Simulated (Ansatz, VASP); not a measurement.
## TiC: VASP beside Ansatz

Contents of INCAR:

```
SYSTEM = TiC
PREC = Accurate
ENCUT = 600
EDIFF = 1E-6
ISMEAR = 0
SIGMA = 0.1
LREAL = .False.
LASPH = .True.
NELM = 100
ALGO = Normal
ISIF = 3
LWAVE = .False.
LCHARG = .False.
GGA = PE
IBRION = 2
NSW = 90
EDIFFG = -0.04
```

File KPOINTS:

```
regular mesh
0
Gamma
  6 6 4
  0 0 0
```

POSCAR

```
TiC
1.0
    2.6080585100     -1.5551915600      0.0000000000
    2.6080585100      1.5551915600      0.0000000000
    0.0000000000      0.0000000000      6.8802148900
Ti C
2 2
Direct
    0.5000000000      0.5000000000      0.0000000000
    0.5000000000      0.5000000000      0.5000000000
    0.1185939500      0.8814060500      0.2500000000
    0.8814060500      0.1185939500      0.7500000000
```

Input for Ansatz:

```yaml
crystal:
  lattice:
    - [2.60805851, -1.55519156, 0.0]
    - [2.60805851, 1.55519156, 0.0]
    - [0.0, 0.0, 6.88021489]
  atoms:
    - { symbol: Ti, position: [0.5, 0.5, 0.0] }
    - { symbol: Ti, position: [0.5, 0.5, 0.5] }
    - { symbol: C, position: [0.11859395, 0.88140605, 0.25] }
    - { symbol: C, position: [0.88140605, 0.11859395, 0.75] }
basis:
  ecutwfc: 420
kpoints:
  mp_grid: { grid: [6, 6, 4] }
hamiltonian:
  xc: pbe
scf:
  occupations: { method: gaussian, width: 0.1 }
  lower_state_search: "off"
output:
  forces: true
  stress: true
  eigenvalues: true
relax:
  adjacent_minimum: "off"
  f_tol: 0.04
  max_steps: 70
  cell: { stress_tol: 0.4 }
```

Alike in both runs: task relaxation of cell and atoms; functional PBE; k mesh 6 × 6 × 4; occupations gaussian, width 0.1 eV; no spin polarisation.

|  | VASP | Ansatz |
| --- | --- | --- |
| version | VASP 6.6.1 | Ansatz 0.2.0 |
| potentials or method | VASP PAW PBE potentials, release 64 (Ti_sv, C), cutoff 600 eV | scalar-relativistic, plane waves, PAW |
| valence electrons in the cell | 32 | 32 |

VASP gave:

- gap on the k mesh at the Fermi level, each at its own relaxed structure (eV): none
- relaxed volume (Å³/atom): 10.73
- relaxed length of the cell vector where the two differ most in proportion (Å): 2.840

Question: What did Ansatz give for the same quantities?

Answer: gap on the k mesh at the Fermi level, each at its own relaxed structure (eV): none; relaxed volume (Å³/atom): 10.74; relaxed length of the cell vector where the two differ most in proportion (Å): 2.843.

A gap of «none» marks a metal or a gap that the smearing closes.

The k mesh is coarse, so the values compare programs but aren't converged. Noted on VASP's run: the volume moved by over 15 % at a fixed basis, so the end points are rough.
